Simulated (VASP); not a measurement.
Input of a VASP 6.6.1 run:

The input INCAR:

```
  PREC = Accurate
  ENCUT = 520
  EDIFF = 1E-7
  ISMEAR = 0
  SIGMA = 0.1
  LREAL = False
  LASPH = True
  NELM = 100
  ALGO = Normal
  ISIF = 2
  LWAVE = False
  LCHARG = False
  GGA = PS
  NBANDS = 55
```

The input KPOINTS:

```
Automatic mesh
0
Gamma
  6 6 4
```

File POSCAR:

```
Ga2O3
1.0
    6.1070000000     -1.5185500000      0.0000000000
    6.1070000000      1.5185500000      0.0000000000
   -1.3859889000      0.0000000000      5.6300087400
Ga O
4 6
Direct
    0.0905000000      0.0905000000      0.7946000000
    0.9095000000      0.9095000000      0.2054000000
    0.6586600000      0.6586600000      0.3140200000
    0.3413400000      0.3413400000      0.6859800000
    0.1645000000      0.1645000000      0.1098000000
    0.8355000000      0.8355000000      0.8902000000
    0.1733000000      0.1733000000      0.5632000000
    0.8267000000      0.8267000000      0.4368000000
    0.4959000000      0.4959000000      0.2566000000
    0.5041000000      0.5041000000      0.7434000000
```

Potentials or basis: VASP PAW PBE potentials, release 64 (Ga_d, O).

Command:

```sh
$ cat potpaw_PBE.64/Ga_d/POTCAR potpaw_PBE.64/O/POTCAR > POTCAR
$ mpirun -np 1 vasp_std > vasp.out
```

(1) What does it give for the largest force?

(2) What does it give for the band gap on the k mesh?

(3) Predict the pressure.

Results:

(1) 0.114 eV/Å.

(2) 2.35 eV (least direct gap 2.36 eV).

(3) 2.8 GPa.

Caveat: the PAW data sets were made with another functional, which shifts forces and pressure a little.
